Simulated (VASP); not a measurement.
# Ti (Fd-3m) in VASP: relaxation of cell and atoms with r2SCAN

Aim: the relaxation of cell and atoms of Ti with r2SCAN.

Everything below comes from runs of VASP 6.6.1. Logs are shortened: lines on timing, memory, paths and dates and some standing lists are left out, and cuts for length are marked.

### Step 1. The cell of the first run

It takes space group Fd-3m (No. 227, cubic). The conventional cell has a = 5.564 Å, b = 5.564 Å, c = 5.564 Å, α = 90.00°, β = 90.00°, γ = 90.00°. Ti (site symmetry -43m) has 4 Ti at 2.41 Å within 3.2 Å.

This isn't the form of Ti at room conditions, which is hcp.

### Step 2. Relaxation of cell and atoms, r2SCAN

Input file POSCAR:

```
Ti
1.0
    0.0000000000      2.7819730232      2.7819730232
    2.7819730232      0.0000000000      2.7819730232
    2.7819730232      2.7819730232      0.0000000000
Ti
2
Direct
    1.0000000000      1.0000000000      1.0000000000
    0.2500000000      0.2500000000      0.2500000000
```

Input file INCAR.step1:

```
PREC = Accurate
ENCUT = 600
ISMEAR = -1
SIGMA = 0.1
LREAL = False
LASPH = True
NELM = 60
GGA = PE
ALGO = Normal
EDIFF = 1E-4
LWAVE = True
LCHARG = False
```

Input file INCAR.step2:

```
PREC = Accurate
ENCUT = 600
EDIFF = 1E-7
ISMEAR = -1
SIGMA = 0.1
LREAL = False
LASPH = True
NELM = 60
ALGO = Normal
ISIF = 3
LWAVE = False
LCHARG = False
METAGGA = R2SCAN
LMIXTAU = True
IBRION = 2
NSW = 80
EDIFFG = -0.03
ISTART = 1
```

Input file KPOINTS:

```
regular mesh
0
Gamma
  14 14 14
```

Potentials or basis: VASP PAW PBE potentials, release 64 (Ti_sv).

Started as:

```bash
cat potpaw_PBE.64/Ti_sv/POTCAR > POTCAR
cp INCAR.step1 INCAR
mpirun -np 1 vasp_std > vasp.out
cp INCAR.step2 INCAR
mpirun -np 1 vasp_std > vasp.out
```

OUTCAR:

```text
PREC = Accurate
   ENCUT = 600
   EDIFF = 1E-7
   ISMEAR = -1
   LREAL = False
   LASPH = True
   NELM = 60
   ISIF = 3
   METAGGA = R2SCAN
   IBRION = 2
   NSW = 80
   EDIFFG = -0.03
   ISTART = 1

 ion  position               nearest neighbor table
   1  0.000  0.000  0.000-   2 2.41   2 2.41   2 2.41   2 2.41
   2  0.250  0.250  0.250-   1 2.41   1 2.41   1 2.41   1 2.41

  LATTYP: Found a face centered cubic cell.
 ALAT       =     5.5639460464

  Lattice vectors:

 A1 = (   0.0000000000,   2.7819730232,   2.7819730232)
 A2 = (   2.7819730232,   0.0000000000,   2.7819730232)
 A3 = (   2.7819730232,   2.7819730232,   0.0000000000)

Analysis of symmetry for initial positions (statically):
=====================================================================
 Subroutine PRICEL returns:
 Original cell was already a primitive cell.

 Routine SETGRP: Setting up the symmetry group for a
 face centered cubic supercell.

 Subroutine GETGRP returns: Found 48 space group operations
 (whereof 24 operations were pure point group operations)
 out of a pool of 48 trial point group operations.

The static configuration has the point symmetry T_d .
 The point group associated with its full space group is O_h .

Analysis of symmetry for dynamics (positions and initial velocities):
=====================================================================
 Subroutine PRICEL returns:
 Original cell was already a primitive cell.

 Routine SETGRP: Setting up the symmetry group for a
 face centered cubic supercell.

 Subroutine GETGRP returns: Found 48 space group operations
 (whereof 24 operations were pure point group operations)
 out of a pool of 48 trial point group operations.

The dynamic configuration has the point symmetry T_d .
 The point group associated with its full space group is O_h .

 Subroutine INISYM returns: Found 48 space group operations
 (whereof 24 operations are pure point group operations),
 and found     1 'primitive' translations

----------------------------------------------------------------------------------------
[... 148 lines left out ...]
  -------------------------------------------------------------------------------------
  Total        0.1140087      0.1140087      0.1140087      0.0000000      0.0000000     -0.0000000
  in kB        4.2418960      4.2418960      4.2418960      0.0000000      0.0000000     -0.0000000
  external PRESSURE =       4.2418960 kB  Pullay stress =       0.0000000 kB

 VOLUME and BASIS-vectors are now :
 -----------------------------------------------------------------------------
  energy-cutoff  :      600.00
  volume of cell :       43.06
      direct lattice vectors                 reciprocal lattice vectors
     0.000000000  2.781973023  2.781973023    -0.179728558  0.179728558  0.179728558
     2.781973023  0.000000000  2.781973023     0.179728558 -0.179728558  0.179728558
     2.781973023  2.781973023  0.000000000     0.179728558  0.179728558 -0.179728558

 POSITION                                       TOTAL-FORCE (eV/Angst)
 -----------------------------------------------------------------------------------
      0.00000      0.00000      0.00000         0.000000      0.000000      0.000000
      1.39099      1.39099      1.39099        -0.000000     -0.000000     -0.000000
 -----------------------------------------------------------------------------------
    total drift:                               -0.000000      0.000000      0.000000

  FREE ENERGIE OF THE ION-ELECTRON SYSTEM (eV)
  ---------------------------------------------------
  free  energy   TOTEN  =       -20.8216741685 eV

  energy  without entropy=      -20.6340444187  energy(sigma->0) =      -20.72785929

--------------------------------------- Ionic step        2  -------------------------------------------

 number of electron      23.9999993 magnetization

 Free energy of the ion-electron system (eV)
  ---------------------------------------------------
  ext. energy  EPLUGINS =         0.00000000
  ---------------------------------------------------
  free energy    TOTEN  =       -20.82235272 eV

  energy without entropy =      -20.63336853  energy(sigma->0) =      -20.72786062

 E-fermi :   5.9426     XC(G=0): -10.9244

 val. band max:        5.9375039607   @ k =   0.3571   0.2143   0.0000
 cond. band min:       5.9434288224   @ k =  -0.3571   0.4286   0.1429
 fundamental gap:      0.0059248617
 Fermi energy:         5.9426197788

 k-point     1 :       0.0000    0.0000    0.0000
  band No.  band energies     occupation
      1     -53.2027      2.00000
      2     -52.5925      2.00000
      3     -28.6530      2.00000
      4     -28.6530      2.00000
      5     -28.6530      2.00000
      6     -27.8099      2.00000
[... 433 lines left out ...]
      3     -28.7549      2.00000
      4     -28.7491      2.00000
      5     -28.5815      2.00000
      6     -27.8903      2.00000
[... 8 lines left out ...]
     15       6.6595      0.00154
     16       7.7714      0.00000

 [... further k-points ...]

------------------------ aborting loop because EDIFF is reached ----------------------------------------

  FORCE on cell =-STRESS in cart. coord.  units (eV):
  Direction    XX          YY          ZZ          XY          YZ          ZX
  --------------------------------------------------------------------------------------
  -------------------------------------------------------------------------------------
  Total        0.0444530      0.0444530      0.0444530     -0.0000000      0.0000000     -0.0000000
  in kB        1.6403803      1.6403803      1.6403803     -0.0000000      0.0000000     -0.0000000
  external PRESSURE =       1.6403803 kB  Pullay stress =       0.0000000 kB

 VOLUME and BASIS-vectors are now :
 -----------------------------------------------------------------------------
  energy-cutoff  :      600.00
  volume of cell :       43.42
      direct lattice vectors                 reciprocal lattice vectors
    -0.000000000  2.789623567  2.789623567    -0.179235652  0.179235652  0.179235652
     2.789623567  0.000000000  2.789623567     0.179235652 -0.179235652  0.179235652
     2.789623567  2.789623567  0.000000000     0.179235652  0.179235652 -0.179235652

 POSITION                                       TOTAL-FORCE (eV/Angst)
 -----------------------------------------------------------------------------------
      2.78962      0.00000      2.78962         0.000000      0.000000      0.000000
      1.39481      1.39481      1.39481        -0.000000     -0.000000     -0.000000
 -----------------------------------------------------------------------------------
    total drift:                               -0.000000      0.000000      0.000000

  FREE ENERGIE OF THE ION-ELECTRON SYSTEM (eV)
  ---------------------------------------------------
  free  energy   TOTEN  =       -20.8223527168 eV

  energy  without entropy=      -20.6333685280  energy(sigma->0) =      -20.72786062

 reached required accuracy - stopping structural energy minimisation
```

OSZICAR.step1:

```text
N       E                     dE             d eps       ncg     rms          rms(c)
DAV:   1     0.269112785494E+03    0.26911E+03   -0.14265E+04  3328   0.195E+03
DAV:   2     0.126880865384E+02   -0.25642E+03   -0.25486E+03  3456   0.512E+02
DAV:   3    -0.105120688632E+02   -0.23200E+02   -0.22887E+02  6552   0.135E+02
DAV:   4    -0.116481706198E+02   -0.11361E+01   -0.11260E+01  3496   0.298E+01
DAV:   5    -0.117306275871E+02   -0.82457E-01   -0.82190E-01  5240   0.576E+00    0.917E+00
DAV:   6    -0.109732848922E+02    0.75734E+00   -0.58062E+00  4144   0.212E+01    0.288E+00
DAV:   7    -0.110147813635E+02   -0.41496E-01   -0.19799E-01  4784   0.404E+00    0.215E+00
DAV:   8    -0.110526981179E+02   -0.37917E-01   -0.13744E-01  3536   0.350E+00    0.588E-01
DAV:   9    -0.110525097988E+02    0.18832E-03   -0.19568E-02  3632   0.135E+00    0.249E-01
DAV:  10    -0.110528647690E+02   -0.35497E-03   -0.27680E-03  3912   0.494E-01    0.394E-02
DAV:  11    -0.110528787377E+02   -0.13969E-04   -0.24097E-04  3128   0.118E-01
   1 F= -.11052879E+02 E0= -.10954818E+02  d E =-.196121E+00
```

Wall time 8.2 min (1 thread of Intel Xeon 8259CL, shared host); peak memory 0.24 GiB.

Results:

```yaml
Free_energy: -20.8224 eV
Relaxed_volume: 21.71 Å³/atom
Relaxed_cell: a = 3.945 Å, b = 3.945 Å, c = 3.945 Å, α = 60.00°, β = 60.00°, γ = 60.00°
Space_group_after_relaxing_to_0.1_Å: Fd-3m (No. 227)
Energy_gained_by_relaxing: 0.3 meV/atom
Ionic_steps: 2
Pressure_after_relaxing: 0.2 GPa
Band_gap_on_the_k_mesh: zero (bands 12 and 13 overlap by 0.27 eV)
```

The path:
```csv
step,energy change (eV),largest force (eV/Å),pressure (GPa),volume (Å³)
1,0.0000,0.0000,0.42,43.06
2,-0.0007,0.0000,0.16,43.42
```

Final structure:
```
Ti
1.0
     0.00000    2.78962    2.78962
     2.78962    0.00000    2.78962
     2.78962    2.78962    0.00000
Ti
2
Direct
  0.00000 0.00000 0.00000
  0.25000 0.25000 0.25000
```

Levels at points of the mesh, in eV from the Fermi level:
```tsv
k point	band 8	band 9	band 10	band 11	band 12	band 13	band 14	band 15	band 16
(0.00, 0.00, 0.00)	-33.75	-5.27	-0.81	-0.81	-0.15	-0.15	-0.15	1.82	1.82
(0.50, 0.00, 0.00)	-33.64	-1.88	-1.72	-0.81	-0.81	-0.13	-0.13	0.56	2.66
(0.50, 0.50, 0.00)	-33.53	-2.15	-2.15	-0.01	-0.01	0.38	0.38	1.57	1.57
```

Caveat: the PAW data sets were made with another functional, which shifts forces and pressure a little.
